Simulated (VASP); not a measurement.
# Be24NO in VASP: a series of runs

The runs below take Be24NO through single point, with PBE.

Everything below comes from runs of VASP 6.6.1. Logs are shortened: lines on timing, memory, paths and dates and some standing lists are left out, and cuts for length are marked.

## (1) The cell of the first run

The cell holds a slab with vacuum, 26 atoms: a = 4.525 Å, b = 7.134 Å, c = 22.369 Å, α = 90.00°, β = 90.00°, γ = 90.00°.

## (2) Single point, PBE, collinear spin, ferromagnetic start

Contents of INCAR:

```
PREC     = Accurate       # precision mode
ENCUT    = 520            # plane-wave cutoff, eV
EDIFF    = 1E-6           # SCF threshold, eV
ISMEAR   = 0              # smearing method
SIGMA    = 0.1            # smearing width, eV
LREAL    = False          # projectors in reciprocal space
LASPH    = True           # aspherical terms in the spheres
NELM     = 200            # most SCF steps
ALGO     = Normal         # electronic algorithm
ISIF     = 2              # what is computed and relaxed
LWAVE    = False          # write WAVECAR
LCHARG   = False          # write CHGCAR
ISPIN    = 2              # spin polarisation
MAGMOM   = 0 0 0 0 0 0 0 0 0 0 0 0 0 0 0 0 0 0 0 0 0 0 0 0 1 0 # initial moments
LORBIT   = 11             # projections on sites
LDIPOL   = True         
IDIPOL   = 3            
DIPOL    = 0.5 0.5 0.291
GGA      = PE             # functional
NBANDS   = 52             # bands
GGA_COMPAT= False        
NELMDL   = -8           
KPAR     = 4
```

Contents of KPOINTS:

```
regular mesh
0
Gamma
  6 4 1
```

Contents of POSCAR:

```
Be24NO
1.0
    4.5254381411      0.0000000000      0.0000000000
    0.0000000000      7.1336190820      0.0000000000
    0.0000000000      0.0000000000     22.3685529248
Be N O
24 1 1
Direct
    0.0000000000      0.3750000000      0.1788224752
    0.0000000000      0.8750000000      0.1788224752
    0.5000000000      0.3750000000      0.1788224752
    0.5000000000      0.8750000000      0.1788224752
    0.2500000000      0.1250000000      0.2080237711
    0.2500000000      0.6250000000      0.2080237711
    0.7500000000      0.1250000000      0.2080237711
    0.7500000000      0.6250000000      0.2080237711
    0.2500000000      0.3750000000      0.2664263628
    0.2500000000      0.8750000000      0.2664263628
    0.7500000000      0.3750000000      0.2664263628
    0.7500000000      0.8750000000      0.2664263628
    0.0000000000      0.1250000000      0.2903069137
    0.0000000000      0.6250000000      0.2903069137
    0.5000000000      0.1250000000      0.2903069137
    0.5000000000      0.6250000000      0.2903069137
    0.0000000000      0.3750000000      0.3546814205
    0.0000000000      0.8750000000      0.3546814205
    0.5000000000      0.3750000000      0.3546814205
    0.5000000000      0.8750000000      0.3546814205
    0.2500000000      0.1250000000      0.3741213369
    0.2500000000      0.6250000000      0.3741213369
    0.7500000000      0.1250000000      0.3741213369
    0.7500000000      0.6250000000      0.3741213369
    0.7500000000      0.4583333333      0.4331327537
    0.8849191768      0.5932525101      0.4467861391
```

Potentials or basis: VASP PAW PBE potentials, release 64 (Be, N, O).

Started as:

```bash
$ cat potpaw_PBE.64/Be/POTCAR potpaw_PBE.64/N/POTCAR potpaw_PBE.64/O/POTCAR > POTCAR
$ mpirun -np 4 vasp_std > vasp.out
```

OUTCAR:

```text
PREC = Accurate
   ENCUT = 520
   EDIFF = 1E-6
   ISMEAR = 0
   LREAL = False
   LASPH = True
   NELM = 200
   ISIF = 2
   ISPIN = 2
   LORBIT = 11
   GGA = PE
   NELMDL = -8

 ion  position               nearest neighbor table
   1  0.000  0.375  0.179-   5 2.21   6 2.21   7 2.21   8 2.21   9 2.26  11 2.26   3 2.26   3 2.26

   2  0.000  0.875  0.179-   5 2.21   6 2.21   7 2.21   8 2.21  10 2.26  12 2.26   4 2.26   4 2.26

   3  0.500  0.375  0.179-   5 2.21   6 2.21   7 2.21   8 2.21   9 2.26  11 2.26   1 2.26   1 2.26
[... 39 lines left out ...]
  23  0.750  0.125  0.374-  17 2.16  18 2.16  19 2.16  20 2.16  13 2.19  15 2.19  21 2.26  21 2.26

  24  0.750  0.625  0.374-  26 1.75  25 1.78  19 2.16  20 2.16  17 2.16  18 2.16  14 2.19  16 2.19
                            22 2.26  22 2.26
  25  0.750  0.458  0.433-  26 1.18  24 1.78
  26  0.885  0.593  0.447-  25 1.18  24 1.75

  LATTYP: Found a simple orthorhombic cell.
 ALAT       =     4.5254381411
 B/A-ratio  =     1.5763377732
 C/A-ratio  =     4.9428480132

  Lattice vectors:

 A1 = (   4.5254381411,   0.0000000000,   0.0000000000)
 A2 = (   0.0000000000,   7.1336190820,   0.0000000000)
 A3 = (   0.0000000000,   0.0000000000,  22.3685529248)

Analysis of symmetry for initial positions (statically):
=====================================================================
 Subroutine PRICEL returns:
 Original cell was already a primitive cell.

 Routine SETGRP: Setting up the symmetry group for a
 simple orthorhombic supercell.

 Subroutine GETGRP returns: Found  1 space group operations
 (whereof  1 operations were pure point group operations)
 out of a pool of  8 trial point group operations.

The static configuration has the point symmetry C_1 .

Analysis of symmetry for dynamics (positions and initial velocities):
=====================================================================
 Subroutine PRICEL returns:
 Original cell was already a primitive cell.

 Routine SETGRP: Setting up the symmetry group for a
 simple orthorhombic supercell.

 Subroutine GETGRP returns: Found  1 space group operations
 (whereof  1 operations were pure point group operations)
 out of a pool of  8 trial point group operations.

The dynamic configuration has the point symmetry C_1 .

Analysis of structural, dynamic, and magnetic symmetry:
=====================================================================
 Subroutine PRICEL returns:
 Original cell was already a primitive cell.

 Routine SETGRP: Setting up the symmetry group for a
 simple orthorhombic supercell.

 Subroutine GETGRP returns: Found  1 space group operations
 (whereof  1 operations were pure point group operations)
[... 193 lines left out ...]

 val. band max:       -1.5286129907   @ k =   0.1667   0.0000   0.0000
 cond. band min:      -1.4636257424   @ k =   0.1667   0.0000   0.0000
 fundamental gap:      0.0649872483
 Fermi energy:        -1.4927817577

 spin component 1

 k-point     1 :       0.0000    0.0000    0.0000
  band No.  band energies     occupation
      1     -28.1172      1.00000
      2     -14.0210      1.00000
      3     -11.9198      1.00000
      4     -11.0181      1.00000
      5      -9.8242      1.00000
      6      -9.6720      1.00000
[... 605 lines left out ...]
     40       2.9366      0.00000
     41       3.0037      0.00000
 Fermi energy:        -1.4927817577

 spin component 2

 k-point     1 :       0.0000    0.0000    0.0000
  band No.  band energies     occupation
      1     -28.1172      1.00000
      2     -14.0210      1.00000
      3     -11.9198      1.00000
      4     -11.0181      1.00000
      5      -9.8243      1.00000
      6      -9.6720      1.00000
[... 605 lines left out ...]
     40       2.9366      0.00000
     41       3.0037      0.00000
 [bands above 41 left out]

------------------------ aborting loop because EDIFF is reached ----------------------------------------

 vacuum level on the upper side and lower side of the slab       (xc-potential included)         0.267        -0.263

  FORCE on cell =-STRESS in cart. coord.  units (eV):
  Direction    XX          YY          ZZ          XY          YZ          ZX
  --------------------------------------------------------------------------------------
  -------------------------------------------------------------------------------------
  Total        2.5045513      1.8370615      1.9624494      3.1886670      1.1712067      0.5287301
  in kB        5.5568936      4.0759218      4.3541221      7.0747534      2.5985777      1.1731030
  external PRESSURE =       4.6623125 kB  Pullay stress =       0.0000000 kB

 VOLUME and BASIS-vectors are now :
 -----------------------------------------------------------------------------
  energy-cutoff  :      520.00
  volume of cell :      722.12
      direct lattice vectors                 reciprocal lattice vectors
     4.525438141  0.000000000  0.000000000     0.220973079  0.000000000  0.000000000
     0.000000000  7.133619082  0.000000000     0.000000000  0.140181300  0.000000000
     0.000000000  0.000000000 22.368552925     0.000000000  0.000000000  0.044705619

 POSITION                                       TOTAL-FORCE (eV/Angst)
 -----------------------------------------------------------------------------------
      0.00000      2.67511      4.00000         0.014271     -0.021852      0.509765
      0.00000      6.24192      4.00000         0.040510     -0.051292      0.443576
      2.26272      2.67511      4.00000        -0.013103     -0.046204      0.494882
      2.26272      6.24192      4.00000        -0.043413      0.135712      0.542602
      1.13136      0.89170      4.65319         0.008713      0.023595     -0.723277
      1.13136      4.45851      4.65319        -0.018560     -0.041785     -0.763595
[... 18 lines left out ...]
      3.39408      3.26958      9.68855        -4.584245     -6.380855     -1.702432
      4.00465      4.23204      9.99396         4.135493      5.987147      2.267729
 -----------------------------------------------------------------------------------
    total drift:                               -0.000125      0.000011      0.000212

  FREE ENERGIE OF THE ION-ELECTRON SYSTEM (eV)
  ---------------------------------------------------
  free  energy   TOTEN  =       -95.2104608527 eV

  energy  without entropy=      -95.1828030378  energy(sigma->0) =      -95.19663195

 vacuum level on the upper side and lower side of the slab         3.492         2.949

 total charge

# of ion       s       p       d       tot
------------------------------------------
    1        0.412   0.605   0.000   1.017
    2        0.411   0.603   0.000   1.014
    3        0.406   0.609   0.000   1.015
    4        0.413   0.603   0.000   1.016
    5        0.421   0.738   0.000   1.159
    6        0.420   0.737   0.000   1.157
[... 18 lines left out ...]
   25        1.334   2.408   0.000   3.742
   26        1.611   3.537   0.000   5.147
--------------------------------------------------
tot         13.008  23.137   0.000  36.145

 magnetization (x)

# of ion       s       p       d       tot
------------------------------------------
    1        0.000   0.000   0.000   0.000
    2        0.000   0.000   0.000   0.000
    3        0.000   0.000   0.000   0.000
    4        0.000   0.000   0.000   0.000
    5       -0.000  -0.000   0.000  -0.000
    6       -0.000  -0.000   0.000  -0.000
[... 18 lines left out ...]
   25        0.000  -0.000   0.000  -0.000
   26        0.000  -0.000   0.000  -0.000
--------------------------------------------------
tot          0.000   0.000   0.000   0.000
```

stdout:

```text
POSCAR found type information on POSCAR BeN O
 POSCAR found :  3 types and      26 ions
 scaLAPACK will be used
 -----------------------------------------------------------------------------
|                                                                             |
|                                                                             |
|     You have a (more or less) 'large supercell' and for larger cells it     |
|     might be more efficient to use real-space projection operators.         |
|     Therefore, try LREAL= Auto in the INCAR file.                           |
|     Mind: For very accurate calculation, you might also keep the            |
|     reciprocal projection scheme (i.e. LREAL=.FALSE.).                      |
|                                                                             |
 -----------------------------------------------------------------------------

 LDA part: xc-table for (Slater+PW92), standard interpolation
 POSCAR, INCAR and KPOINTS ok, starting setup
 FFT: planning ... GRIDC
 FFT: planning ... GRID_SOFT
 FFT: planning ... GRID
 WAVECAR not read
 entering main loop
```

Wall time 11 min (4 MPI ranks of Intel Xeon 6975P-C (Granite Rapids), shared host); peak memory 1.4 GiB.

What came out:

| Item | Value |
| --- | --- |
| Free energy | -95.2105 eV |
| Largest force | 8.039 eV/Å |
| Net moment | 0.00 μB per cell |
| Valence electrons inside the program's atomic spheres | Be 1.02, 1.01, 1.16, 1.17, 1.18, 1.22, 1.20, 1.21, 1.15, 1.14, 1.12, 1.08, 1.07, 1.23 (each value once); N 3.74; O 5.15 |

Forces in eV/Å, atoms in the order of the input:
```
Be   0.014 -0.022  0.510
Be   0.041 -0.051  0.444
Be  -0.013 -0.046  0.495
Be  -0.043  0.136  0.543
Be   0.009  0.024 -0.723
Be  -0.019 -0.042 -0.764
Be  -0.014  0.035 -0.606
Be  -0.015 -0.054 -0.639
Be   0.075  0.051 -0.084
Be   0.037 -0.011  0.180
Be  -0.037 -0.028 -0.056
Be  -0.035  0.095  0.000
Be   0.018  0.092  0.008
Be   0.021 -0.124  0.496
Be   0.027 -0.094  0.051
Be   0.025  0.057 -0.061
Be   0.310 -0.505 -0.273
Be   0.039  0.224 -0.241
Be  -0.106  0.376  0.237
Be  -0.193  0.070 -0.088
Be  -0.074 -0.008  0.098
Be   0.203  0.208 -0.285
Be   0.222 -0.432  0.037
Be  -0.043  0.442  0.158
N   -4.584 -6.381 -1.702
O    4.135  5.987  2.268
```

Caveat: the standard files for N, O and F lose accuracy on very short bonds.

## (3) Single point, PBE, collinear spin, ferromagnetic start

Contents of INCAR:

```
SYSTEM = Be24NO
PREC     = Accurate       ! precision mode
ENCUT    = 520            ! plane-wave cutoff, eV
EDIFF    = 1E-6           ! SCF threshold, eV
ISMEAR   = 0              ! smearing method
SIGMA    = 0.1            ! smearing width, eV
LREAL    = .FALSE.        ! projectors in reciprocal space
LASPH    = .TRUE.         ! aspherical terms in the spheres
NELM     = 200            ! most SCF steps
ALGO     = Normal         ! electronic algorithm
ISIF     = 2              ! what is computed and relaxed
LWAVE    = .FALSE.        ! write WAVECAR
LCHARG   = .FALSE.        ! write CHGCAR
ISPIN    = 2              ! spin polarisation
MAGMOM   = 0 0 0 0 0 0 0 0 0 0 0 0 0 0 0 0 0 0 0 0 0 0 0 0 1 0 ! initial moments
LORBIT   = 11             ! projections on sites
LDIPOL   = .TRUE.       
IDIPOL   = 3            
DIPOL    = 0.5 0.5 0.293
GGA      = PE             ! functional
NBANDS   = 52             ! bands
GGA_COMPAT= .FALSE.      
NELMDL   = -8           
KPAR     = 4
```

Contents of KPOINTS:

```
regular mesh
0
G
  6 4 1
  0 0 0
```

Edit POSCAR of step 2 so:

```diff
@@ -32,3 +32,3 @@
     0.7500000000      0.6250000000      0.3741213369
-    0.7500000000      0.4583333333      0.4331327537
-    0.8849191768      0.5932525101      0.4467861391
+    0.7500000000      0.4583333333      0.4604031812
+    0.8896786100      0.5980119434      0.4604031812
```

Potentials or basis: VASP PAW PBE potentials, release 64 (Be, N, O).

Started as:

```bash
$ cat potpaw_PBE.64/Be/POTCAR potpaw_PBE.64/N/POTCAR potpaw_PBE.64/O/POTCAR > POTCAR
$ mpirun -np 4 vasp_std > vasp.out
```

Wall time 15 min (4 MPI ranks of Intel Xeon 6975P-C (Granite Rapids), shared host); peak memory 1.4 GiB.

It converged, with:

- Free energy: -95.1211 eV
- Largest force: 2.593 eV/Å
- Net moment: 0.00 μB per cell
- Valence electrons inside the program's atomic spheres: Be 1.02, 1.01, 1.16, 1.17, 1.18, 1.22, 1.21, 1.15, 1.14, 1.08, 1.09 (each value once); N 3.65; O 5.09

Forces on the atoms (eV/Å):
```
Be   0.028 -0.013  0.506
Be   0.045 -0.050  0.518
Be  -0.039 -0.016  0.530
Be  -0.052  0.062  0.524
Be  -0.004  0.021 -0.723
Be  -0.005  0.008 -0.817
Be  -0.002  0.017 -0.686
Be  -0.019 -0.043 -0.619
Be   0.036  0.011  0.093
Be  -0.032 -0.028  0.216
Be   0.022 -0.041  0.058
Be   0.013  0.001  0.123
Be  -0.003  0.053 -0.007
Be  -0.010 -0.053  0.275
Be   0.020 -0.006  0.117
Be  -0.072  0.016 -0.025
Be   0.275 -0.405 -0.403
Be   0.040  0.138 -0.156
Be  -0.130  0.062  0.143
Be  -0.070 -0.014 -0.039
Be  -0.116  0.027  0.028
Be   0.144  0.033 -0.244
Be   0.150 -0.076  0.062
Be  -0.030  0.048  0.475
N   -1.673 -1.770 -0.626
O    1.484  2.016  0.676
```

Levels at points of the mesh, in eV from the Fermi level:
Spin up:
```
           k point  band 27  band 28  band 29  band 30  band 31  band 32
(0.00, 0.00, 0.00)    -1.04    -0.51    -0.24     0.01     0.26     0.61
(0.50, 0.00, 0.00)    -0.71     0.18     0.27     0.78     0.87     1.44
(0.00, 0.50, 0.00)    -1.11    -0.90    -0.88    -0.26    -0.06     0.44
(0.50, 0.50, 0.00)    -0.55    -0.42    -0.17     0.18     0.48     0.49
```
Spin down:
```tsv
k point	band 26	band 27	band 28	band 29	band 30	band 31	band 32	band 33
(0.00, 0.00, 0.00)	-2.20	-1.04	-0.51	-0.24	0.01	0.26	0.62	0.85
(0.50, 0.00, 0.00)	-1.07	-0.71	0.18	0.26	0.78	0.87	1.44	1.44
(0.00, 0.50, 0.00)	-1.24	-1.11	-0.90	-0.88	-0.26	-0.06	0.44	0.62
(0.50, 0.50, 0.00)	-0.77	-0.55	-0.42	-0.17	0.18	0.48	0.49	0.50
```

Caveat: the standard files for N, O and F lose accuracy on very short bonds.

## (4) Single point, PBE, collinear spin, ferromagnetic start

Contents of INCAR:

```
SYSTEM = Be24NO
PREC = Accurate
ENCUT = 520
EDIFF = 1E-6
ISMEAR = 0
SIGMA = 0.1
LREAL = .False.
LASPH = .True.
NELM = 200
ALGO = Normal
ISIF = 2
LWAVE = .False.
LCHARG = .False.
ISPIN = 2
MAGMOM = 0 0 0 0 0 0 0 0 0 0 0 0 0 0 0 0 0 0 0 0 0 0 0 0 1 0
LORBIT = 11
LDIPOL = .True.
IDIPOL = 3
DIPOL = 0.5 0.5 0.291
GGA = PE
NBANDS = 52
GGA_COMPAT = .False.
NELMDL = -8
KPAR = 4
```

Contents of KPOINTS:

```
Automatic mesh
0
Gamma
  6 4 1
  0 0 0
```

Edit POSCAR of step 3 so:

```diff
@@ -32,3 +32,3 @@
     0.7500000000      0.6250000000      0.3741213369
-    0.7500000000      0.4583333333      0.4604031812
-    0.8896786100      0.5980119434      0.4604031812
+    0.7500000000      0.4583333333      0.4232975176
+    0.8709652247      0.5792985580      0.4496738327
```

Started as:

```bash
$ cat potpaw_PBE.64/Be/POTCAR potpaw_PBE.64/N/POTCAR potpaw_PBE.64/O/POTCAR > POTCAR
$ mpirun -np 4 vasp_std > vasp.out
```

Run time: 12 min. Hardware: 4 MPI ranks of Intel Xeon 6975P-C (Granite Rapids), shared host; peak memory 1.4 GiB.

The run converged. Its results:

```
Free energy                                           : -95.0518 eV
Largest force                                         : 9.757 eV/Å
Net moment                                            : 0.00 μB per cell
Valence electrons inside the program's atomic spheres : Be 1.02, 1.01, 1.16, 1.17, 1.18, 1.21, 1.22, 1.14, 1.10, 1.15, 1.08, 1.06, 1.07, 1.30 (each value once); N 3.82; O 5.13
```

Forces in eV/Å, atoms in the order of the input:
```
Be   0.008 -0.023  0.521
Be   0.057 -0.040  0.401
Be   0.002 -0.054  0.508
Be  -0.047  0.140  0.558
Be  -0.002  0.008 -0.713
Be  -0.035 -0.047 -0.761
Be   0.015  0.052 -0.548
Be   0.020 -0.054 -0.696
Be   0.005  0.106 -0.140
Be   0.083 -0.025  0.198
Be  -0.034 -0.007  0.007
Be  -0.068  0.116 -0.032
Be   0.010  0.098  0.061
Be   0.074 -0.097  0.376
Be   0.033 -0.134  0.008
Be   0.078  0.062 -0.077
Be   0.337 -0.241 -0.174
Be   0.042  0.121 -0.122
Be  -0.140  0.464  0.542
Be  -0.210  0.112 -0.097
Be  -0.055 -0.067  0.077
Be   0.209  0.285 -0.284
Be   0.204 -0.519  0.089
Be   0.096  1.435 -0.548
N   -4.891 -7.793 -3.247
O    4.208  6.105  4.092
```

Levels at points of the mesh, in eV from the Fermi level:
Spin up:
| k point | band 26 | band 27 | band 28 | band 29 | band 30 | band 31 | band 32 | band 33 | band 34 | band 35 |
| --- | --- | --- | --- | --- | --- | --- | --- | --- | --- | --- |
| (0.00, 0.00, 0.00) | -1.43 | -1.23 | -0.78 | -0.11 | -0.10 | 0.46 | 0.84 | 1.00 | 1.45 | 1.90 |
| (0.50, 0.00, 0.00) | -1.06 | -0.33 | -0.08 | 0.40 | 0.75 | 1.17 | 1.38 | 1.38 | 1.47 | 1.66 |
| (0.00, 0.50, 0.00) | -1.23 | -1.03 | -0.95 | -0.62 | -0.54 | 0.11 | 0.47 | 0.95 | 1.84 | 2.22 |
| (0.50, 0.50, 0.00) | -0.81 | -0.62 | -0.42 | -0.20 | 0.19 | 0.40 | 0.51 | 0.83 | 1.18 | 2.30 |
Spin down:
| k point | band 27 | band 28 | band 29 | band 30 | band 31 | band 32 | band 33 | band 34 |
| --- | --- | --- | --- | --- | --- | --- | --- | --- |
| (0.00, 0.00, 0.00) | -1.23 | -0.78 | -0.11 | -0.10 | 0.46 | 0.84 | 1.00 | 1.45 |
| (0.50, 0.00, 0.00) | -0.33 | -0.08 | 0.40 | 0.75 | 1.17 | 1.38 | 1.38 | 1.47 |
| (0.00, 0.50, 0.00) | -1.03 | -0.95 | -0.62 | -0.54 | 0.11 | 0.47 | 0.95 | 1.84 |
| (0.50, 0.50, 0.00) | -0.62 | -0.42 | -0.20 | 0.19 | 0.40 | 0.51 | 0.83 | 1.18 |

Caveat: the standard files for N, O and F lose accuracy on very short bonds.

## (5) Summary

```csv
cell,gap on the mesh (eV),moment (μB),largest force (eV/Å)
"as given, atomic positions A",none,0.00,8.04
"as given, atomic positions B",none,0.00,2.59
"as given, atomic positions C",none,0.00,9.76
```

Alike in all rows: task single point; level PBE; potentials or basis VASP PAW PBE potentials, release 64 (Be, N, O); spin collinear, ferromagnetic start; k mesh 6 × 4 × 1; cutoff (eV) 520; smearing gaussian 0.1 eV.

Caveats: the standard files for N, O and F lose accuracy on very short bonds.

Total energies depend on the potentials used, so only differences within one code and one set of settings carry meaning.
